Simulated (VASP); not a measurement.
# Co (P6_3/mmc) in VASP: a series of runs

Runs on Co. Level: PBE. Tasks: single point.

All numbers are computed with VASP 6.6.1; they aren't measurements. Logs are shortened: lines on timing, memory, paths and dates and some standing lists are left out, and cuts for length are marked.

## 1. The cell of the first run

It takes space group P6_3/mmc (No. 194, hexagonal). The conventional cell has a = 2.472 Å, b = 2.472 Å, c = 4.021 Å, α = 90.00°, β = 90.00°, γ = 120.00°. Within 3.3 Å of Co (site symmetry -6m2) lie 12 Co at 2.47 Å.

## 2. Single point, PBE, collinear spin, zero start

The input, INCAR:

```
PREC = Accurate ; ENCUT = 520
EDIFF = 1E-6 ; ISMEAR = -1
SIGMA = 0.05 ; LREAL = False
LASPH = True ; NELM = 150
ALGO = Normal ; ISIF = 2
LWAVE = False ; LCHARG = False
ISPIN = 2 ; MAGMOM = 0 0
LORBIT = 11 ; NUPDOWN = 0.0
LMAXMIX = 4 ; GGA = PE
NBANDS = 20
```

The input, KPOINTS:

```
Automatic mesh
0
Gamma
  10 10 6
```

The input, POSCAR:

```
Co
1.0
    2.4719999032      0.0000000000      0.0000000000
   -1.2359999516      2.1408147143      0.0000000000
    0.0000000000      0.0000000000      4.0211440800
Co
2
Direct
    0.6666666667      0.3333333333      0.7500000000
    0.3333333333      0.6666666667      0.2500000000
```

Potentials or basis: VASP PAW PBE potentials, release 64 (Co).

Launch:

```bash
$ cat potpaw_PBE.64/Co/POTCAR > POTCAR
$ mpirun -np 1 vasp_std > vasp.out
```

OUTCAR:

```text
PREC = Accurate
   ENCUT = 520
   EDIFF = 1E-6
   ISMEAR = -1
   LREAL = False
   LASPH = True
   NELM = 150
   ISIF = 2
   ISPIN = 2
   LORBIT = 11
   NUPDOWN = 0.0
   GGA = PE

 ion  position               nearest neighbor table
   1  0.667  0.333  0.750-   2 2.47   2 2.47   2 2.47   2 2.47   2 2.47   2 2.47
   2  0.333  0.667  0.250-   1 2.47   1 2.47   1 2.47   1 2.47   1 2.47   1 2.47

  LATTYP: Found a hexagonal cell.
 ALAT       =     2.4719999032
 C/A-ratio  =     1.6266764715

  Lattice vectors:

 A1 = (   2.4719999032,   0.0000000000,   0.0000000000)
 A2 = (  -1.2359999516,   2.1408147143,   0.0000000000)
 A3 = (   0.0000000000,   0.0000000000,   4.0211440800)

Analysis of symmetry for initial positions (statically):
=====================================================================
 Subroutine PRICEL returns:
 Original cell was already a primitive cell.

 Routine SETGRP: Setting up the symmetry group for a
 hexagonal supercell.

 Subroutine GETGRP returns: Found 24 space group operations
 (whereof 12 operations were pure point group operations)
 out of a pool of 24 trial point group operations.

The static configuration has the point symmetry D_3d.
 The point group associated with its full space group is D_6h.

Analysis of symmetry for dynamics (positions and initial velocities):
=====================================================================
 Subroutine PRICEL returns:
 Original cell was already a primitive cell.

 Routine SETGRP: Setting up the symmetry group for a
 hexagonal supercell.

 Subroutine GETGRP returns: Found 24 space group operations
 (whereof 12 operations were pure point group operations)
 out of a pool of 24 trial point group operations.

The dynamic configuration has the point symmetry D_3d.
 The point group associated with its full space group is D_6h.

Analysis of structural, dynamic, and magnetic symmetry:
=====================================================================
 Subroutine PRICEL returns:
 Original cell was already a primitive cell.

 Routine SETGRP: Setting up the symmetry group for a
 hexagonal supercell.

 Subroutine GETGRP returns: Found 24 space group operations
[... 113 lines left out ...]
   TEBEG  =    0.0;   TEEND  =   0.0 temperature during run
   PSTRESS=    0.0 pullay stress
   NELECT =      18.0000    total number of electrons
   NUPDOWN=       0.0000    fix difference up-down
   EMIN   =  10.00;   EMAX   =-10.00  energy-range for DOS
   EFERMI =   0.00;   METHOD = LEGACY
   ISMEAR =    -1;   SIGMA  =   0.05  broadening in eV -4-tet -1-fermi 0-gaus
   EFERMI_NEDOS =   21; number of points for ismear=-14 and -15
   IALGO  =     38    algorithm
   IMIX   =      4    mixing-type and parameters
     AMIX     =   0.40;   BMIX     =  1.00
     AMIX_MAG =   1.60;   BMIX_MAG =  1.00
  volume/ion in A,a.u.               =      10.64        71.80
  Fermi-wavevector in a.u.,A,eV,Ry     =   1.548246  2.925761 32.614055  2.397065
  Thomas-Fermi vector in A             =   2.653224
   LORBIT       =     11    0 simple, 1 ext, 2 COOP (PROOUT), +10 PAW based schemes
   GGA     = PE    functional components
   LHFCALC =     F    Hartree Fock is set to
   AEXX    =    0.0000 exact exchange contribution
   IVDW    =     0    specifies the selected vdW correction
   LEPSILON=     F    determine dielectric tensor
   LRPA    =     F    only Hartree local field effects (RPA)
 spin polarized calculation
  energy-cutoff  :      520.00
  volume of cell :       21.28
 maximum number of plane-waves:       585
   NGX =  9   NGY =  9   NGZ = 15

 number of electron      17.9999990 magnetization      -0.0000000

 number of electron      17.9999990 magnetization       0.0000000

 Free energy of the ion-electron system (eV)
  ---------------------------------------------------
  ext. energy  EPLUGINS =         0.00000000
  ---------------------------------------------------
  free energy    TOTEN  =       -13.64751815 eV

  energy without entropy =      -13.59755861  energy(sigma->0) =      -13.62253838

 E-fermi :  10.4498     XC(G=0): -13.5372

 val. band max:       10.4474023918   @ k =   0.4000   0.0000   0.1667
 cond. band min:      10.4539212308   @ k =   0.1000   0.1000   0.3333
 fundamental gap:      0.0065188390
 Fermi energy:        10.4498156348

 spin component 1

 k-point     1 :       0.0000    0.0000    0.0000
  band No.  band energies     occupation
      1       1.4996      1.00000
      2       5.7272      1.00000
      3       8.5701      1.00000
      4       8.6309      1.00000
      5       8.6309      1.00000
      6       8.9678      1.00000
[... 541 lines left out ...]
     19      35.1326      0.00000
     20      35.6615      0.00000

 [... further k-points ...]

 spin component 2

 k-point     1 :       0.0000    0.0000    0.0000
  band No.  band energies     occupation
      1       1.4996      1.00000
      2       5.7272      1.00000
      3       8.5701      1.00000
      4       8.6309      1.00000
      5       8.6309      1.00000
      6       8.9678      1.00000
[... 541 lines left out ...]
     19      35.1326      0.00000
     20      35.6615      0.00000

 [... further k-points ...]
[... 5 lines left out ...]
  --------------------------------------------------------------------------------------
  -------------------------------------------------------------------------------------
  Total       -0.9159042     -0.9159042     -1.0813470      0.0000000     -0.0000000      0.0000000
  in kB      -68.9578101    -68.9578100    -81.4138919      0.0000000     -0.0000000      0.0000000
  external PRESSURE =     -73.1098373 kB  Pullay stress =       0.0000000 kB

 VOLUME and BASIS-vectors are now :
 -----------------------------------------------------------------------------
  energy-cutoff  :      520.00
  volume of cell :       21.28
      direct lattice vectors                 reciprocal lattice vectors
     2.471999903  0.000000000  0.000000000     0.404530760  0.233555943  0.000000000
    -1.235999952  2.140814714  0.000000000     0.000000000  0.467111887  0.000000000
     0.000000000  0.000000000  4.021144080     0.000000000  0.000000000  0.248685444

 POSITION                                       TOTAL-FORCE (eV/Angst)
 -----------------------------------------------------------------------------------
      1.23600      0.71360      3.01586         0.000000      0.000000      0.000000
     -0.00000      1.42721      1.00529        -0.000000     -0.000000      0.000000
 -----------------------------------------------------------------------------------
    total drift:                                0.000000     -0.000000     -0.000000

  FREE ENERGIE OF THE ION-ELECTRON SYSTEM (eV)
  ---------------------------------------------------
  free  energy   TOTEN  =       -13.6475181536 eV

  energy  without entropy=      -13.5975586129  energy(sigma->0) =      -13.62253838

 total charge

# of ion       s       p       d       tot
------------------------------------------
    1        0.490   0.532   7.288   8.309
    2        0.490   0.532   7.288   8.309
--------------------------------------------------
tot          0.980   1.064  14.575  16.619

 magnetization (x)

# of ion       s       p       d       tot
------------------------------------------
    1        0.000   0.000  -0.000   0.000
    2        0.000   0.000  -0.000   0.000
--------------------------------------------------
tot          0.000   0.000  -0.000   0.000
```

OSZICAR:

```text
N       E                     dE             d eps       ncg     rms          rms(c)
DAV:   1     0.856218208994E+02    0.85622E+02   -0.79674E+03  4712   0.124E+03
DAV:   2    -0.115394128752E+02   -0.97161E+02   -0.87875E+02  4552   0.218E+02
DAV:   3    -0.161714762817E+02   -0.46321E+01   -0.44020E+01  5092   0.564E+01
DAV:   4    -0.162401404722E+02   -0.68664E-01   -0.68586E-01  5480   0.615E+00
DAV:   5    -0.162421919347E+02   -0.20515E-02   -0.20513E-02  5228   0.102E+00    0.145E+01
DAV:   6    -0.141346508542E+02    0.21075E+01   -0.72341E+00  5128   0.582E+01    0.541E+00
DAV:   7    -0.136886658600E+02    0.44598E+00   -0.12536E+00  5152   0.213E+01    0.178E+00
DAV:   8    -0.136539337521E+02    0.34732E-01   -0.16390E-02  7312   0.202E+00    0.592E-01
DAV:   9    -0.136475008933E+02    0.64329E-02   -0.12113E-03  6744   0.392E-01    0.762E-02
DAV:  10    -0.136475182493E+02   -0.17356E-04   -0.10303E-04  4932   0.100E-01    0.403E-02
DAV:  11    -0.136475181536E+02    0.95703E-07   -0.15956E-06  5184   0.286E-02
   1 F= -.13647518E+02 E0= -.13622538E+02  d E =-.499595E-01  mag=     0.0000
```

Wall time 36 s (1 thread of Intel Xeon Platinum 8488C (Sapphire Rapids), shared host); peak memory 0.15 GiB.

Results:

- Free energy: -13.6475 eV
- Pressure: -7.3 GPa
- Net moment: 0.00 μB per cell
- Valence electrons inside the program's atomic spheres: Co 8.31

Stress tensor (GPa, compression positive):
```
-6.90  0.00  0.00
 0.00 -6.90  0.00
 0.00  0.00 -8.14
```

Caveat: the cell stands under tension; the total moment is fixed, so each spin has its own Fermi level.

(Part 1 of 2 ends here.)
